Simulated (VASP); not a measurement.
# Si62B (a cell with a defect) in VASP: single point with PBE+D3(BJ)

Aim: the single point of Si62B (a cell with a defect) with PBE+D3(BJ).

All numbers are computed with VASP 6.6.1; they aren't measurements. Logs are shortened: lines on timing, memory, paths and dates and some standing lists are left out, and cuts for length are marked.

## 1. The cell of the first run

The cell holds a defect, 63 atoms: a = 10.860 Å, b = 10.860 Å, c = 10.860 Å, α = 90.00°, β = 90.00°, γ = 90.00°.

## 2. Single point, PBE+D3(BJ), collinear spin

Contents of INCAR:

```
SYSTEM = Si62B
ALGO = Normal ; EDIFF = 1E-6
ENCUT = 520 ; GGA = PE
ISIF = 2 ; ISMEAR = 0
ISPIN = 2 ; IVDW = 12
LASPH = .TRUE. ; LCHARG = .TRUE.
LELF = .TRUE. ; LORBIT = 11
LREAL = Auto ; LVHAR = .TRUE.
LWAVE = .FALSE. ; MAGMOM = 0 0 0 0 0 0 0 0 0 0 0 0 0 0 0 0 0 0 0 0.16 0 0 0 0 0 0 0 0 0 0 0 0 0 0.16 0 0 0 0 0 0 0 0 0 0 0 0 0 0 0 0 0 0 0 0.16 0 0 0 0 0 0 0 0 0.11
NBANDS = 166 ; NELECT = 253.0
NELM = 150 ; PREC = Accurate
SIGMA = 0.02
```

Contents of KPOINTS:

```
k-points
0
G
  1 1 1
  0 0 0
```

Contents of POSCAR:

```
Si62B
1.0
   10.8600000000      0.0000000000      0.0000000000
    0.0000000000     10.8600000000      0.0000000000
    0.0000000000      0.0000000000     10.8600000000
Si B
62 1
Direct
    0.4995078269     -0.0000794659     -0.0000005525
    0.6186738490      0.1231895948      0.1339260589
    0.7487537753      0.2446035912      0.0055718232
    0.8757825046      0.3728082873      0.1265676796
    0.7455563536     -0.0027070902      0.2562281768
    0.8729014733      0.1254443831      0.3767984346
   -0.0020497238     -0.0030397790     -0.0035406998
    0.1274473297      0.1224271639      0.1262908840
    0.2504096685      0.2489878453      0.0008825967
    0.3762732965      0.3641995396      0.1342616943
    0.4990815838      0.4928313076      0.0033753223
    0.6232465930      0.6269647330      0.1195862799
    0.7485541436      0.7533904236     -0.0044365562
    0.8724616943      0.8740535912      0.1267325046
    0.2699872928      0.0157397790      0.2670583794
    0.4938168508      0.2372284530      0.2745907919
    0.6271869245      0.3788472376      0.3720538674
    0.7511664825      0.5047593002      0.2453654696
    0.8829093923      0.6207238490      0.3737069982
    0.5863376611      0.1293180479      0.5889118785
    0.7457678637      0.2520468692      0.4995276243
    0.8756988950      0.3727644567      0.6267140884
    0.7303648250      0.0084316759      0.7281933702
    0.8663988950      0.1222402394      0.8680390424
   -0.0009196133      0.4991983425      0.0000819521
    0.1253907919      0.6233920810      0.1254753223
    0.2519068140      0.7505048803      0.0037431860
    0.3752616943      0.8787961326      0.1308363720
    0.0021813076      0.2469064457      0.2513802026
    0.1365230203      0.3617794659      0.3774910681
    0.2503040516      0.4964795580      0.2507371087
    0.3747830571      0.6236948435      0.3741927256
    0.5012410681      0.7484095764      0.2500877532
    0.6228902394      0.8663268877      0.3827393186
    0.0013181400      0.0007415285      0.4990633517
    0.1290507366      0.1251047882      0.6241839779
    0.2716767956      0.2387440147      0.5026005525
    0.3730755064      0.3812236648      0.6309255064
    0.5003995396      0.5004502762      0.5005651013
    0.6258962247      0.6238952118      0.6257725599
    0.7544941068      0.7427538674      0.4982423573
    0.8702740331      0.8779937385      0.6220960405
    0.2564220994     -0.0005849908      0.7451273481
    0.3762600368      0.1265004604      0.8737124309
    0.5005767035      0.2532837017      0.7480920810
    0.6291138122      0.3715588398      0.8779141805
    0.7512549724      0.5001021179      0.7515379374
    0.8760364641      0.6269186004      0.8746368324
    0.0042217311      0.7521707182      0.2501608656
    0.1321527624      0.8813809392      0.3724353591
    0.0068023941      0.4914559853      0.4980372007
    0.1224683241      0.6298066298      0.6202709945
    0.2537610497      0.7531959484      0.4983986188
    0.3870971455      0.8796505525      0.6129813076
    0.0007114180      0.2480669429      0.7507317680
    0.1256744015      0.3759113260      0.8749239411
    0.2457732044      0.5084764273      0.7507523020
    0.3765557090      0.6253097606      0.8780953039
    0.4976858195      0.7503145488      0.7462160221
    0.6234779926      0.8790362799      0.8676624309
   -0.0018798343      0.7534104972      0.7475115101
    0.1290661142      0.8732476059      0.8723438306
    0.4029094843      0.1444226519      0.4107523020
```

Potentials or basis: VASP PAW PBE potentials, release 64 (Si, B).

Launch:

```console
$ cat potpaw_PBE.64/Si/POTCAR potpaw_PBE.64/B/POTCAR > POTCAR
$ mpirun -np 1 vasp_gam > vasp.out
```

OUTCAR:

```text
SYSTEM = Si62B
   EDIFF = 1E-6
   ENCUT = 520
   GGA = PE
   ISIF = 2
   ISMEAR = 0
   ISPIN = 2
   IVDW = 12
   LASPH = .TRUE.
   LORBIT = 11
   LREAL = Auto
   NELECT = 253.0
   NELM = 150
   PREC = Accurate
 IVDW          = 12

 ion  position               nearest neighbor table
   1  0.500  1.000  1.000-  44 2.36  28 2.36   2 2.36  60 2.37
   2  0.619  0.123  0.134-   5 2.35   1 2.36   3 2.38  16 2.39
   3  0.749  0.245  0.006-  46 2.35   4 2.36  24 2.37   2 2.38
   4  0.876  0.373  0.127-  18 2.36  25 2.36   3 2.36  29 2.36
   5  0.746  0.997  0.256-   2 2.35   6 2.36  14 2.38  34 2.38
   6  0.873  0.125  0.377-  35 2.35   5 2.36  29 2.36  21 2.36
[... 45 lines left out ...]
  52  0.122  0.630  0.620-  61 2.35  57 2.35  53 2.36  51 2.37
  53  0.254  0.753  0.498-  32 2.35  54 2.35  50 2.36  52 2.36
  54  0.387  0.880  0.613-  59 2.35  53 2.35  43 2.40
  55  0.001  0.248  0.751-  22 2.34  56 2.36  36 2.37  24 2.37
  56  0.126  0.376  0.875-  25 2.35  55 2.36  57 2.36   9 2.37
  57  0.246  0.508  0.751-  38 2.35  52 2.35  58 2.35  56 2.36
  58  0.377  0.625  0.878-  57 2.35  27 2.35  59 2.37  11 2.39
  59  0.498  0.750  0.746-  54 2.35  40 2.35  60 2.36  58 2.37
  60  0.623  0.879  0.868-  59 2.36   1 2.37  23 2.37  13 2.37
  61  0.998  0.753  0.748-  52 2.35  48 2.36  62 2.36  42 2.37
  62  0.129  0.873  0.872-  61 2.36  27 2.36   7 2.38  43 2.39
  63  0.403  0.144  0.411-  37 2.02  16 2.04  15 2.54

  LATTYP: Found a simple cubic cell.
 ALAT       =    10.8600000000

  Lattice vectors:

 A1 = (  10.8600000000,   0.0000000000,   0.0000000000)
 A2 = (   0.0000000000,  10.8600000000,   0.0000000000)
 A3 = (   0.0000000000,   0.0000000000,  10.8600000000)

Analysis of symmetry for initial positions (statically):
=====================================================================
 Subroutine PRICEL returns:
 Original cell was already a primitive cell.

 Routine SETGRP: Setting up the symmetry group for a
 simple cubic supercell.

 Subroutine GETGRP returns: Found  1 space group operations
 (whereof  1 operations were pure point group operations)
 out of a pool of 48 trial point group operations.

The static configuration has the point symmetry C_1 .

Analysis of symmetry for dynamics (positions and initial velocities):
=====================================================================
 Subroutine PRICEL returns:
 Original cell was already a primitive cell.

 Routine SETGRP: Setting up the symmetry group for a
 simple cubic supercell.

 Subroutine GETGRP returns: Found  1 space group operations
 (whereof  1 operations were pure point group operations)
 out of a pool of 48 trial point group operations.

The dynamic configuration has the point symmetry C_1 .

Analysis of structural, dynamic, and magnetic symmetry:
=====================================================================
 Subroutine PRICEL returns:
 Original cell was already a primitive cell.

 Routine SETGRP: Setting up the symmetry group for a
 simple cubic supercell.

 Subroutine GETGRP returns: Found  1 space group operations
 (whereof  1 operations were pure point group operations)
 out of a pool of 48 trial point group operations.

The overall configuration has the point symmetry C_1 .

 Subroutine INISYM returns: Found  1 space group operations
 (whereof  1 operations are pure point group operations),
 and found     1 'primitive' translations

----------------------------------------------------------------------------------------

                                     Primitive cell

  volume of cell :    1280.8241

  direct lattice vectors                    reciprocal lattice vectors
    10.860000000  0.000000000  0.000000000     0.092081031  0.000000000  0.000000000
     0.000000000 10.860000000  0.000000000     0.000000000  0.092081031  0.000000000
     0.000000000  0.000000000 10.860000000     0.000000000  0.000000000  0.092081031

  length of vectors
    10.860000000 10.860000000 10.860000000     0.092081031  0.092081031  0.092081031
[... 178 lines left out ...]
   NELM   =    150;   NELMIN=  2; NELMDL= -5     # of ELM steps
   EDIFF  = 0.1E-05   stopping-criterion for ELM
   LREAL  =      T    real-space projection
   EDIFFG = 0.1E-04   stopping-criterion for IOM
   NSW    =      0    number of steps for IOM
   IBRION =     -1    ionic relax: 0-MD 1-quasi-New 2-CG
   NFREE  =      0    steps in history (QN), initial steepest desc. (CG)
   ISIF   =      2    stress and relaxation
   ISYM   =      2    0-nonsym 1-usesym 2-fastsym
   POTIM  = 0.5000    time-step for ionic-motion
   TEBEG  =    0.0;   TEEND  =   0.0 temperature during run
   PSTRESS=    0.0 pullay stress
   NELECT =     253.0000    total number of electrons
   NUPDOWN=      -1.0000    fix difference up-down
   EMIN   =  10.00;   EMAX   =-10.00  energy-range for DOS
   EFERMI =   0.00;   METHOD = LEGACY
   ISMEAR =     0;   SIGMA  =   0.02  broadening in eV -4-tet -1-fermi 0-gaus
   EFERMI_NEDOS =   21; number of points for ismear=-14 and -15
   IALGO  =     38    algorithm
   IMIX   =      4    mixing-type and parameters
     AMIX     =   0.40;   BMIX     =  1.00
     AMIX_MAG =   1.60;   BMIX_MAG =  1.00
  volume/ion in A,a.u.               =      20.33       137.20
  Fermi-wavevector in a.u.,A,eV,Ry     =   0.953422  1.801706 12.367880  0.909014
  Thomas-Fermi vector in A             =   2.082076
   LORBIT       =     11    0 simple, 1 ext, 2 COOP (PROOUT), +10 PAW based schemes
   GGA     = PE    functional components
   LHFCALC =     F    Hartree Fock is set to
   AEXX    =    0.0000 exact exchange contribution
   IVDW    =    12    specifies the selected vdW correction
   LEPSILON=     F    determine dielectric tensor
   LRPA    =     F    only Hartree local field effects (RPA)
 spin polarized calculation
 Gauss-broadening in eV      SIGMA  =   0.02
  energy-cutoff  :      520.00
  volume of cell :     1280.82
 maximum number of plane-waves:     17229
 NGX is ok and might be reduce to    84
   NGX = 41   NGY = 41   NGZ = 41

 number of electron     252.9999998 magnetization       1.0000084

 Free energy of the ion-electron system (eV)
  ---------------------------------------------------
  ext. energy  EPLUGINS =         0.00000000
  ---------------------------------------------------
  free energy    TOTEN  =      -319.73931002 eV

  energy without entropy =     -319.73931000  energy(sigma->0) =     -319.73931001

 E-fermi :   6.1658     XC(G=0):  -9.3528

 val. band max:        6.0923565913   @ k =   0.0000   0.0000   0.0000
 cond. band min:       6.2402843359   @ k =   0.0000   0.0000   0.0000
 fundamental gap:      0.1479277446
 Fermi energy:         6.1658006402

 spin component 1

 k-point     1 :       0.0000    0.0000    0.0000
  band No.  band energies     occupation
      1      -6.2732      1.00000
      2      -5.2370      1.00000
      3      -5.2215      1.00000
      4      -5.2169      1.00000
      5      -5.2057      1.00000
      6      -5.1760      1.00000
[... 130 lines left out ...]
    137       6.8070      0.00000
    138       6.8350      0.00000
 Fermi energy:         6.1658006402

 spin component 2

 k-point     1 :       0.0000    0.0000    0.0000
  band No.  band energies     occupation
      1      -6.2608      1.00000
      2      -5.2257      1.00000
      3      -5.2080      1.00000
      4      -5.2030      1.00000
      5      -5.1916      1.00000
      6      -5.1696      1.00000
[... 130 lines left out ...]
    137       6.8261      0.00000
    138       6.8516      0.00000
 [bands above 138 left out]

------------------------ aborting loop because EDIFF is reached ----------------------------------------

 Edisp (eV)  -19.70613

 E6    (eV) :   -11.5553

 E8    (eV) :    -8.1508

  FORCE on cell =-STRESS in cart. coord.  units (eV):
  Direction    XX          YY          ZZ          XY          YZ          ZX
  --------------------------------------------------------------------------------------
  -------------------------------------------------------------------------------------
  Total       1.32952    14.97042     0.61268    -2.20345     1.17451    -2.20852
  in kB       1.66309    18.72643     0.76640    -2.75629     1.46919    -2.76263
  external pressure =        7.05 kB  Pullay stress =        0.00 kB

 VOLUME and BASIS-vectors are now :
 -----------------------------------------------------------------------------
  energy-cutoff  :      520.00
  volume of cell :     1280.82
      direct lattice vectors                 reciprocal lattice vectors
    10.860000000  0.000000000  0.000000000     0.092081031  0.000000000  0.000000000
     0.000000000 10.860000000  0.000000000     0.000000000  0.092081031  0.000000000
     0.000000000  0.000000000 10.860000000     0.000000000  0.000000000  0.092081031

 POSITION                                       TOTAL-FORCE (eV/Angst)
 -----------------------------------------------------------------------------------
      5.42466     10.85914     10.85999        -0.000147     -0.000323      0.012266
      6.71880      1.33784      1.45444         0.014843      0.019121      0.000746
      8.13147      2.65640      0.06051         0.002425      0.002472     -0.012949
      9.51100      4.04870      1.37453        -0.001475      0.006719      0.001316
      8.09674     10.83060      2.78264        -0.010807      0.007566      0.018734
      9.47971      1.36233      4.09203        -0.001518     -0.001062      0.013677
[... 55 lines left out ...]
      1.40166      9.48347      9.47365         0.013250      0.011158     -0.011971
      4.37560      1.56843      4.46077        -0.235338      0.202115     -0.605503
 -----------------------------------------------------------------------------------
    total drift:                                0.009103      0.003311      0.011389

  FREE ENERGIE OF THE ION-ELECTRON SYSTEM (eV)
  ---------------------------------------------------
  free  energy   TOTEN  =      -339.4454374394 eV

  energy  without entropy=     -339.4454374235  energy(sigma->0) =     -339.44543743

 total charge

# of ion       s       p       d       tot
------------------------------------------
    1        0.740   0.960   0.000   1.700
    2        0.741   0.950   0.000   1.691
    3        0.739   0.951   0.000   1.690
    4        0.742   0.957   0.000   1.699
    5        0.741   0.944   0.000   1.686
    6        0.739   0.960   0.000   1.699
[... 55 lines left out ...]
   62        0.744   0.944   0.000   1.689
   63        0.670   0.962   0.000   1.632
--------------------------------------------------
tot         46.861  59.496   0.000 106.357

 magnetization (x)

# of ion       s       p       d       tot
------------------------------------------
    1       -0.000   0.000   0.000   0.000
    2       -0.000  -0.000   0.000  -0.001
    3       -0.000   0.001   0.000   0.001
    4        0.001  -0.000   0.000   0.001
    5        0.001   0.015   0.000   0.016
    6       -0.000   0.000   0.000  -0.000
[... 55 lines left out ...]
   62        0.001   0.008   0.000   0.009
   63        0.000   0.006   0.000   0.006
--------------------------------------------------
tot          0.093   0.215   0.000   0.308
```

Run time: 24 min. Hardware: 1 thread of Intel Xeon 8259CL, shared host; peak memory 1.5 GiB.

What came out:

| Item | Value |
| --- | --- |
| Free energy | -339.4454 eV |
| Largest force | 0.680 eV/Å |
| Net moment | 1.00 μB per cell |
| Site moments | Si +0.00, -0.00, +0.02, +0.01, +0.08 (each value once); B +0.01 μB |
| Valence electrons inside the program's atomic spheres | Si 1.70, 1.69, 1.67, 1.61, 1.71, 1.59, 1.64, 1.66, 1.68, 1.65 (each value once); B 1.63 |
| Dispersion energy per atom | -0.313 eV |

Forces in eV/Å, atoms in the order of the input:
```
Si   0.000  0.000  0.012
Si   0.015  0.019  0.001
Si   0.002  0.002 -0.013
Si  -0.001  0.007  0.001
Si  -0.011  0.008  0.019
Si  -0.002 -0.001  0.014
Si   0.049 -0.015  0.044
Si   0.065  0.004  0.076
Si   0.012 -0.010  0.005
Si  -0.013  0.030 -0.015
Si   0.010 -0.029  0.000
Si   0.007 -0.005 -0.008
Si   0.007  0.006  0.006
Si  -0.006  0.006  0.025
Si   0.091  0.003  0.192
Si   0.053  0.124 -0.055
Si   0.042  0.041 -0.009
Si   0.028  0.032  0.003
Si  -0.004  0.027  0.024
Si  -0.054 -0.069 -0.094
Si  -0.028 -0.018  0.004
Si  -0.008 -0.029  0.016
Si  -0.003  0.001  0.015
Si   0.032  0.000  0.027
Si   0.011 -0.009  0.000
Si  -0.002  0.018 -0.008
Si   0.009  0.036  0.025
Si   0.021  0.022  0.054
Si  -0.010 -0.002  0.008
Si  -0.064  0.068 -0.021
Si  -0.006  0.023 -0.007
Si   0.003 -0.007  0.003
Si   0.016 -0.019  0.007
Si  -0.022  0.002  0.027
Si  -0.004 -0.013  0.011
Si   0.036 -0.004 -0.037
Si  -0.079  0.104 -0.087
Si  -0.007  0.003 -0.013
Si   0.008 -0.001  0.004
Si   0.012 -0.018  0.016
Si  -0.013  0.008  0.012
Si  -0.007  0.000  0.020
Si   0.028 -0.009 -0.015
Si   0.011 -0.004 -0.004
Si  -0.009 -0.040 -0.060
Si  -0.011 -0.032 -0.042
Si   0.008 -0.013  0.003
Si   0.004 -0.002  0.010
Si   0.007  0.002  0.012
Si   0.006 -0.033  0.051
Si  -0.037  0.004  0.018
Si  -0.013 -0.028  0.022
Si  -0.009 -0.052  0.039
Si   0.017 -0.184  0.115
Si   0.024 -0.026 -0.010
Si   0.004 -0.019 -0.001
Si   0.005 -0.006  0.028
Si   0.008 -0.023  0.062
Si  -0.002 -0.086  0.073
Si  -0.003 -0.009  0.006
Si  -0.001 -0.001  0.007
Si   0.013  0.011 -0.012
B   -0.235  0.202 -0.606
```

Levels at points of the mesh, in eV from the Fermi level:
Spin up:
```csv
k point,band 123,band 124,band 125,band 126,band 127,band 128,band 129,band 130,band 131,band 132
"(0.00, 0.00, 0.00)",-0.88,-0.82,-0.73,-0.15,-0.07,0.08,0.17,0.21,0.23,0.24
```
Spin down:
```
           k point  band 124  band 125  band 126  band 127  band 128  band 129
(0.00, 0.00, 0.00)     -0.78     -0.71     -0.10      0.07      0.09      0.19
```

Caveat: the k points lie up to 0.58 Å⁻¹ apart; the cell carries a net charge on a neutralising background, which shifts energy and pressure; the cell is charged against a uniform background, so pressure and absolute levels hang on convention.
